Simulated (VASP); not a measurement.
A run of VASP 6.6.1 is set up as follows.

File INCAR:

```
SYSTEM = MoS2
ALGO = Normal ; EDIFF = 1E-6
ENCUT = 520 ; GGA = PS
ISIF = 2 ; ISMEAR = 1
LASPH = .True. ; LCHARG = .False.
LREAL = .False. ; LWAVE = .False.
NBANDS = 35 ; NELM = 60
PREC = Accurate ; SIGMA = 0.147
```

The input KPOINTS:

```
k-points
0
Gamma
  12 12 2
  0 0 0
```

File POSCAR:

```
MoS2
1.0
    3.0160000000      0.0000000000      0.0000000000
   -1.5080000000      2.6119326178      0.0000000000
    0.0000000000      0.0000000000     12.3189000000
Mo S
2 4
Direct
    0.3333333333      0.6666666667      0.2500000000
    0.6666666667      0.3333333333      0.7500000000
    0.3333333333      0.6666666667      0.6259932117
    0.6666666667      0.3333333333      0.1259932117
    0.3333333333      0.6666666667      0.8740067883
    0.6666666667      0.3333333333      0.3740067883
```

Potentials or basis: VASP PAW PBE potentials, release 64 (Mo_sv, S).

Run with:

```sh
$ cat potpaw_PBE.64/Mo_sv/POTCAR potpaw_PBE.64/S/POTCAR > POTCAR
$ mpirun -np 1 vasp_std > vasp.out
```

**Question.** Estimate the largest force.

**Answer.** 1.688 eV/Å.

**Question.** Estimate the pressure.

**Answer.** 19.2 GPa.

**Question.** Estimate the band gap on the k mesh.

**Answer.** 1.02 eV, indirect (least direct gap 2.12 eV).

Forces on the atoms (eV/Å):
```
Mo   0.000  0.000  0.000
Mo   0.000  0.000  0.000
S    0.000  0.000 -1.688
S    0.000  0.000 -1.688
S    0.000  0.000  1.688
S    0.000  0.000  1.688
```

Caveat: the PAW data sets were made with another functional, which shifts forces and pressure a little; this functional lacks dispersion, which binds the layers, so the pressure and a relaxed spacing across them are unreliable. A k mesh can miss the band edges.
